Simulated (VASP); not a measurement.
Here is a VASP 6.6.1 calculation.

Contents of INCAR:

```
  PREC = Accurate
  ENCUT = 520
  EDIFF = 1E-7
  ISMEAR = 0
  SIGMA = 0.15
  LREAL = F
  LASPH = T
  NELM = 100
  ALGO = Fast
  ISIF = 2
  LWAVE = F
  LCHARG = T
  GGA = PS
  LELF = T
  LVHAR = T
  NBANDS = 10
```

The input KPOINTS:

```
regular mesh
0
Gamma
  8 8 8
```

POSCAR

```
Na
1.0
    7.1192999365      0.8559862094      0.8559862094
    0.8559862094      7.1192999365      0.8559862094
    0.8559862094      0.8559862094      7.1192999365
Na
1
Direct
    0.0000000000      0.0000000000      0.0000000000
```

Potentials or basis: VASP PAW PBE potentials, release 64 (Na_pv).

Command:

```sh
$ cat potpaw_PBE.64/Na_pv/POTCAR > POTCAR
$ mpirun -np 1 vasp_std > vasp.out
```

Question: Estimate the pressure.

Answer: -0.1 GPa.

Caveat: the PAW data sets were made with another functional, which shifts forces and pressure a little.
